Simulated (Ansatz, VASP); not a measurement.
# One calculation of C, two programs

```xyz
2
Lattice="0.0000 1.7835 1.7835 1.7835 0.0000 1.7835 1.7835 1.7835 0.0000" Properties=species:S:1:pos:R:3 pbc="T T T"
C     0.0000    0.0000    0.0000
C     0.8918    0.8918    0.8918
```

Alike in both runs: task relaxation of cell and atoms; functional PBEsol; k mesh 10 × 10 × 10; occupations gaussian, width 0.02 eV; no spin polarisation.

```csv
,VASP,Ansatz
version,VASP 6.6.1,Ansatz 0.2.0
potentials or method,"VASP PAW PBE potentials, release 64 (C), cutoff 600 eV","scalar-relativistic, plane waves, PAW"
valence electrons in the cell,8,8
```

VASP gave:

| Quantity | Value |
| --- | --- |
| gap on the k mesh at the Fermi level, each at its own relaxed structure (eV) | 4.06 |
| relaxed volume (Å³/atom) | 5.62 |
| relaxed cell length with the largest relative difference (Å) | 2.514 |

Problem. Estimate Ansatz's values.

Solution. gap on the k mesh at the Fermi level, each at its own relaxed structure (eV): 4.07; relaxed volume (Å³/atom): 5.61; relaxed cell length with the largest relative difference (Å): 2.513.

VASP's potentials were made for PBE, not for PBEsol, and Ansatz warns of the same on its side.
